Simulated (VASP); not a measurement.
# Pd (Fm-3m) in VASP: settings compared

Pd is run at these levels: PBE, LDA; tasks: single point.

All numbers are computed with VASP 6.6.1; they aren't measurements. Logs are shortened: lines on timing, memory, paths and dates and some standing lists are left out, and cuts for length are marked.

## Step 1: The cell of the first run

The structure is cubic, space group Fm-3m (No. 225). The conventional cell has a = 3.893 Å, b = 3.893 Å, c = 3.893 Å, α = 90.00°, β = 90.00°, γ = 90.00°. Within 3.6 Å of Pd (site symmetry m-3m) lie 12 Pd at 2.75 Å.

## Step 2: Single point, PBE

The input, INCAR:

```
ALGO = Normal
EDIFF = 1E-6
ENCUT = 520
GGA = PE
ISIF = 2
ISMEAR = 0
LASPH = T
LCHARG = F
LREAL = F
LWAVE = F
NBANDS = 11
NELM = 80
PREC = Accurate
SIGMA = 0.011
```

The input, KPOINTS:

```
k-points
0
Gamma
  12 12 12
```

The input, POSCAR:

```
Pd
1.0
    0.0000000000      1.9465000000      1.9465000000
    1.9465000000      0.0000000000      1.9465000000
    1.9465000000      1.9465000000      0.0000000000
Pd
1
Direct
    0.0000000000      0.0000000000      0.0000000000
```

Potentials or basis: VASP PAW PBE potentials, release 64 (Pd).

On the command line:

```bash
$ cat potpaw_PBE.64/Pd/POTCAR > POTCAR
$ mpirun -np 1 vasp_std > vasp.out
```

OUTCAR:

```text
EDIFF = 1E-6
   ENCUT = 520
   GGA = PE
   ISIF = 2
   ISMEAR = 0
   LASPH = T
   LREAL = F
   NELM = 80
   PREC = Accurate

 ion  position               nearest neighbor table
   1  0.000  0.000  0.000-

  LATTYP: Found a face centered cubic cell.
 ALAT       =     3.8930000000

  Lattice vectors:

 A1 = (   0.0000000000,   1.9465000000,   1.9465000000)
 A2 = (   1.9465000000,   0.0000000000,   1.9465000000)
 A3 = (   1.9465000000,   1.9465000000,   0.0000000000)

Analysis of symmetry for initial positions (statically):
[... 33 lines left out ...]
                                     Primitive cell

  volume of cell :      14.7500

  direct lattice vectors                    reciprocal lattice vectors
     0.000000000  1.946500000  1.946500000    -0.256871307  0.256871307  0.256871307
     1.946500000  0.000000000  1.946500000     0.256871307 -0.256871307  0.256871307
     1.946500000  1.946500000  0.000000000     0.256871307  0.256871307 -0.256871307

  length of vectors
     2.752766699  2.752766699  2.752766699     0.444914156  0.444914156  0.444914156

  position of ions in fractional coordinates (direct lattice)
     0.000000000  0.000000000  0.000000000

  ion indices of the primitive-cell ions
   primitive index   ion index
                 1           1

----------------------------------------------------------------------------------------

 KPOINTS: k-points

Automatic generation of k-mesh.
 Grid dimensions read from file:
 generate k-points for:   12   12   12

 Generating k-lattice:

  Cartesian coordinates                     Fractional coordinates (reciprocal lattice)
    -0.021405942  0.021405942  0.021405942     0.083333333  0.000000000  0.000000000
     0.021405942 -0.021405942  0.021405942     0.000000000  0.083333333  0.000000000
     0.021405942  0.021405942 -0.021405942     0.000000000  0.000000000  0.083333333

  Length of vectors
     0.037076180  0.037076180  0.037076180

  Shift w.r.t. Gamma in fractional coordinates (k-lattice)
     0.000000000  0.000000000  0.000000000

 Subroutine IBZKPT returns following result:
 ===========================================

 Found     72 irreducible k-points:

 Following reciprocal coordinates:
            Coordinates               Weight
  0.000000  0.000000  0.000000      1.000000
  0.083333  0.000000  0.000000      8.000000
  0.166667  0.000000  0.000000      8.000000
  0.250000  0.000000  0.000000      8.000000
  0.333333  0.000000  0.000000      8.000000
  0.416667  0.000000  0.000000      8.000000
[... 16 lines left out ...]
  0.500000  0.166667  0.000000     24.000000
 -0.416667  0.166667  0.000000     24.000000
 [... further k-points ...]
   k-points           NKPTS =     72   k-points in BZ     NKDIM =     72   number of bands    NBANDS=     11
[... 20 lines left out ...]
   NSW    =      0    number of steps for IOM
   IBRION =     -1    ionic relax: 0-MD 1-quasi-New 2-CG
   NFREE  =      0    steps in history (QN), initial steepest desc. (CG)
   ISIF   =      2    stress and relaxation
   ISYM   =      2    0-nonsym 1-usesym 2-fastsym
   POTIM  = 0.5000    time-step for ionic-motion
   TEBEG  =    0.0;   TEEND  =   0.0 temperature during run
   PSTRESS=    0.0 pullay stress
   NELECT =      10.0000    total number of electrons
   NUPDOWN=      -1.0000    fix difference up-down
   EMIN   =  10.00;   EMAX   =-10.00  energy-range for DOS
   EFERMI =   0.00;   METHOD = LEGACY
   ISMEAR =     0;   SIGMA  =   0.01  broadening in eV -4-tet -1-fermi 0-gaus
   EFERMI_NEDOS =   21; number of points for ismear=-14 and -15
   IALGO  =     38    algorithm
   IMIX   =      4    mixing-type and parameters
     AMIX     =   0.40;   BMIX     =  1.00
     AMIX_MAG =   1.60;   BMIX_MAG =  1.00
  volume/ion in A,a.u.               =      14.75        99.54
  Fermi-wavevector in a.u.,A,eV,Ry     =   1.438171  2.717748 28.141404  2.068335
  Thomas-Fermi vector in A             =   2.557167
   LORBIT       =      0    0 simple, 1 ext, 2 COOP (PROOUT), +10 PAW based schemes
   GGA     = PE    functional components
   LHFCALC =     F    Hartree Fock is set to
   AEXX    =    0.0000 exact exchange contribution
   IVDW    =     0    specifies the selected vdW correction
   LEPSILON=     F    determine dielectric tensor
   LRPA    =     F    only Hartree local field effects (RPA)
 non-spin polarized calculation
 Gauss-broadening in eV      SIGMA  =   0.01
  energy-cutoff  :      520.00
  volume of cell :       14.75
 maximum number of plane-waves:       415
   NGX = 11   NGY = 11   NGZ = 11

 number of electron      10.0000000 magnetization

 number of electron       9.9999999 magnetization

 Free energy of the ion-electron system (eV)
  ---------------------------------------------------
  ext. energy  EPLUGINS =         0.00000000
  ---------------------------------------------------
  free energy    TOTEN  =        -5.20732377 eV

  energy without entropy =       -5.20669220  energy(sigma->0) =       -5.20700798

 E-fermi :   9.7478     XC(G=0): -13.1862

 val. band max:        9.7466166036   @ k =  -0.4167   0.3333   0.0833
 cond. band min:       9.7482108777   @ k =   0.5000   0.0000   0.0000
 fundamental gap:      0.0015942741
 Fermi energy:         9.7478128129

 k-point     1 :       0.0000    0.0000    0.0000
  band No.  band energies     occupation
      1       2.6436      2.00000
      2       6.9352      2.00000
      3       6.9352      2.00000
      4       6.9352      2.00000
      5       8.5481      2.00000
      6       8.5481      2.00000
      7      26.9744      0.00000
      8      31.7557      0.00000
      9      31.7557      0.00000
     10      31.7557      0.00000
     11      35.9834      0.00000
[... 309 lines left out ...]
 k-point    24 :      -0.4167    0.1667    0.0000
  band No.  band energies     occupation
      1       5.0917      2.00000
      2       6.4624      2.00000
      3       7.4266      2.00000
      4       7.8480      2.00000
      5       9.5221      2.00000
      6      13.4002      0.00000
      7      17.3723      0.00000
      8      25.6204      0.00000
      9      28.6580      0.00000
     10      29.6808      0.00000
     11      36.0636      0.00000

 [... further k-points ...]
[... 5 lines left out ...]
  --------------------------------------------------------------------------------------
  -------------------------------------------------------------------------------------
  Total        0.6071886      0.6071886      0.6071886      0.0000000      0.0000000      0.0000000
  in kB       65.9539710     65.9539710     65.9539710      0.0000000      0.0000000      0.0000000
  external PRESSURE =      65.9539710 kB  Pullay stress =       0.0000000 kB

 VOLUME and BASIS-vectors are now :
 -----------------------------------------------------------------------------
  energy-cutoff  :      520.00
  volume of cell :       14.75
      direct lattice vectors                 reciprocal lattice vectors
     0.000000000  1.946500000  1.946500000    -0.256871307  0.256871307  0.256871307
     1.946500000  0.000000000  1.946500000     0.256871307 -0.256871307  0.256871307
     1.946500000  1.946500000  0.000000000     0.256871307  0.256871307 -0.256871307

 POSITION                                       TOTAL-FORCE (eV/Angst)
 -----------------------------------------------------------------------------------
      0.00000      0.00000      0.00000         0.000000      0.000000      0.000000
 -----------------------------------------------------------------------------------
    total drift:                                0.000000      0.000000      0.000000

  FREE ENERGIE OF THE ION-ELECTRON SYSTEM (eV)
  ---------------------------------------------------
  free  energy   TOTEN  =        -5.2073237651 eV

  energy  without entropy=       -5.2066921960  energy(sigma->0) =       -5.20700798
```

OSZICAR:

```text
N       E                     dE             d eps       ncg     rms          rms(c)
DAV:   1     0.414676388165E+02    0.41468E+02   -0.51259E+03  1592   0.849E+02
DAV:   2    -0.496350802621E+01   -0.46431E+02   -0.45048E+02  1734   0.180E+02
DAV:   3    -0.549142152678E+01   -0.52791E+00   -0.52667E+00  1916   0.210E+01
DAV:   4    -0.549356259067E+01   -0.21411E-02   -0.21407E-02  1914   0.139E+00
DAV:   5    -0.549358377815E+01   -0.21187E-04   -0.21187E-04  2068   0.124E-01    0.775E+00
DAV:   6    -0.522218003744E+01    0.27140E+00   -0.10608E+00  1953   0.847E+00    0.377E+00
DAV:   7    -0.521098155404E+01    0.11198E-01   -0.29044E-02  2071   0.118E+00    0.194E+00
DAV:   8    -0.520760600733E+01    0.33755E-02   -0.49210E-03  1886   0.659E-01    0.205E-01
DAV:   9    -0.520731810007E+01    0.28791E-03   -0.13841E-03  1998   0.312E-01    0.198E-02
DAV:  10    -0.520732436059E+01   -0.62605E-05   -0.70474E-06  2140   0.192E-02    0.651E-03
DAV:  11    -0.520732376514E+01    0.59545E-06   -0.22989E-06  1400   0.127E-02
   1 F= -.52073238E+01 E0= -.52070080E+01  d E =-.631569E-03
```

It took 4.1 s on 1 thread of Intel Xeon 6975P-C (Granite Rapids), shared host; peak memory 0.13 GiB.

What came out:

* Free energy: -5.2073 eV
* Pressure: 6.6 GPa
* Band gap on the k mesh: zero (band 5 reaches 10.06 eV, above the bottom of band 6 at 8.48 eV)

(Continued in part 2 of 2.)
